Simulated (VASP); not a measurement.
# CoO (R-3m) in VASP: further runs, part 2 of 2

VASP 6.6.1. Earlier steps stand in the parts before.

## Step 3: Relaxation of shape and atoms at fixed volume, PBE+U, collinear spin, ferromagnetic start (volume scaled by 0.91)

The input, INCAR:

```
ALGO = Normal
EDIFF = 1E-6
EDIFFG = -0.01
ENCUT = 600
GGA = PE
IBRION = 2
ISIF = 4
ISMEAR = 0
ISPIN = 2
LASPH = True
LCHARG = False
LDAU = True
LDAUJ = 0 0
LDAUL = 2 -1
LDAUPRINT = 1
LDAUTYPE = 2
LDAUU = 3.32 0
LMAXMIX = 4
LORBIT = 11
LREAL = False
LWAVE = False
MAGMOM = 2.88 0.24
NELM = 150
NSW = 50
PREC = Accurate
SIGMA = 0.02
```

The input, KPOINTS:

```
k-points
0
Gamma
  12 12 12
```

The input, POSCAR:

```
CoO
1.0
    1.4891887255      0.8597835115      2.3969552165
   -1.4891887255      0.8597835115      2.3969552165
    0.0000000000     -1.7195670230      2.3969552165
Co O
1 1
Direct
    0.0000000000      0.0000000000      0.0000000000
    0.5000000000      0.5000000000      0.5000000000
```

Potentials or basis: VASP PAW PBE potentials, release 64 (Co, O).

The run is started by

```sh
cat potpaw_PBE.64/Co/POTCAR potpaw_PBE.64/O/POTCAR > POTCAR
mpirun -np 1 vasp_std > vasp.out
```

OUTCAR:

```text
EDIFF = 1E-6
   EDIFFG = -0.01
   ENCUT = 600
   GGA = PE
   IBRION = 2
   ISIF = 4
   ISMEAR = 0
   ISPIN = 2
   LASPH = True
   LORBIT = 11
   LREAL = False
   NELM = 150
   NSW = 50
   PREC = Accurate

 ion  position               nearest neighbor table
   1  0.000  0.000  0.000-   2 2.10   2 2.10   2 2.10   2 2.10   2 2.10   2 2.10
   2  0.500  0.500  0.500-   1 2.10   1 2.10   1 2.10   1 2.10   1 2.10   1 2.10

  LATTYP: Found a trigonal (rhomboedric) cell.
 ALAT       =     2.9499669586
 COS(alpha) =     0.4903228407

  Lattice vectors:

 A1 = (   1.4891887255,   0.8597835115,   2.3969552165)
 A2 = (  -1.4891887255,   0.8597835115,   2.3969552165)
 A3 = (   0.0000000000,  -1.7195670230,   2.3969552165)

Analysis of symmetry for initial positions (statically):
=====================================================================
 Subroutine PRICEL returns:
[... 374 lines left out ...]

  energy without entropy =      -11.46398350  energy(sigma->0) =      -11.46409969

 E-fermi :   8.3613     XC(G=0): -12.6583

 val. band max:        8.3601625685   @ k =  -0.1667   0.1667   0.0000
 cond. band min:       8.3635542605   @ k =  -0.2500   0.0833  -0.0000
 fundamental gap:      0.0033916920
 Fermi energy:         8.3613219592

 spin component 1

 k-point     1 :       0.0000    0.0000    0.0000
  band No.  band energies     occupation
      1     -11.8644      1.00000
      2       3.4047      1.00000
      3       3.4047      1.00000
      4       3.5987      1.00000
      5       3.5987      1.00000
      6       4.3816      1.00000
      7       5.3931      1.00000
      8       5.3931      1.00000
      9       5.6731      1.00000
     10       9.9188      0.00000
     11      25.6377      0.00000
     12      25.7088      0.00000
[... 786 lines left out ...]
  FREE ENERGIE OF THE ION-ELECTRON SYSTEM (eV)
  ---------------------------------------------------
  free  energy   TOTEN  =       -11.4642158768 eV

  energy  without entropy=      -11.4639834960  energy(sigma->0) =      -11.46409969

 reached required accuracy - stopping structural energy minimisation

 total charge

# of ion       s       p       d       tot
------------------------------------------
    1        0.312   0.397   7.177   7.886
    2        1.549   3.476   0.000   5.026
--------------------------------------------------
tot          1.861   3.874   7.177  12.912

 magnetization (x)

# of ion       s       p       d       tot
------------------------------------------
    1        0.021   0.018   2.682   2.721
    2        0.025   0.237   0.000   0.262
--------------------------------------------------
tot          0.046   0.255   2.682   2.983
```

Wall time 4.5 min (1 thread of Oxide Virtual Turin-like, shared host); peak memory 0.19 GiB.

What came out:

| Property | Result |
| --- | --- |
| Free energy | -11.4642 eV |
| Energy gained by relaxing | 0.7 meV/atom |
| Ionic steps | 5 |
| Pressure after relaxing | 9.4 GPa |
| Band gap on the k mesh | zero (filled and empty bands overlap) |
| Net moment | 3.00 μB per cell |
| Site moments | Co +2.72; O +0.26 μB |
| Valence electrons inside the program's atomic spheres | Co 7.89; O 5.03 |

Step by step:
```
step  energy change (eV)  largest force (eV/Å)  pressure (GPa)  volume (Å³)
   1              0.0000                0.0000            9.61        18.41
   2             -0.0004                0.0000            9.57        18.41
   3             -0.0012                0.0000            9.43        18.41
   4             -0.0007                0.0000            9.13        18.41
   5             -0.0014                0.0000            9.36        18.41
```

Final structure:
```yaml
crystal:
  lattice:
    - [1.50092, 0.86656, 2.35963]
    - [-1.50092, 0.86656, 2.35963]
    - [0.00000, -1.73311, 2.35963]
  atoms:
    - { symbol: Co, position: [0.00000, 0.00000, 0.00000] }
    - { symbol: O, position: [0.50000, 0.50000, 0.50000] }
```

Levels at points of the mesh, in eV from the Fermi level:
Spin up:
| k point | band 7 | band 8 | band 9 | band 10 | band 11 | band 12 |
| --- | --- | --- | --- | --- | --- | --- |
| (0.00, 0.00, 0.00) | -2.97 | -2.97 | -2.69 | 1.56 | 17.28 | 17.35 |
| (0.50, 0.00, 0.00) | -3.03 | -0.35 | -0.34 | 5.52 | 9.92 | 13.89 |
| (0.50, 0.50, 0.00) | -3.88 | -3.75 | -3.22 | 6.38 | 10.48 | 11.32 |
| (0.50, 0.50, 0.50) | -2.38 | -0.33 | -0.33 | 5.25 | 10.52 | 13.40 |
Spin down:
```csv
k point,band 3,band 4,band 5,band 6,band 7,band 8,band 9,band 10
"(0.00, 0.00, 0.00)",-2.46,-2.46,-2.20,-0.99,-0.99,1.44,1.44,2.11
"(0.50, 0.00, 0.00)",-4.31,-4.24,-1.42,-0.05,0.61,3.91,4.07,5.81
"(0.50, 0.50, 0.00)",-3.85,-3.55,-2.95,-0.50,0.29,2.09,2.43,7.37
"(0.50, 0.50, 0.50)",-4.58,-4.58,-0.94,0.46,0.46,4.00,4.00,5.53
```

Eigenvalues of the final occupation matrices:
| site | spin | trace | eigenvalues |
| --- | --- | --- | --- |
| site 1 d | 1 | 4.94 | 0.97 0.97 0.97 1.02 1.02 |
| site 1 d | 2 | 2.26 | 0.14 0.14 0.51 0.51 0.96 |

Caveat: the cell differs from its parent crystal (volume scaled by 0.91); a cell with one magnetic atom can't hold antiferromagnetic order, which such compounds often take. The state reached can hang on the start; a lower one may exist.
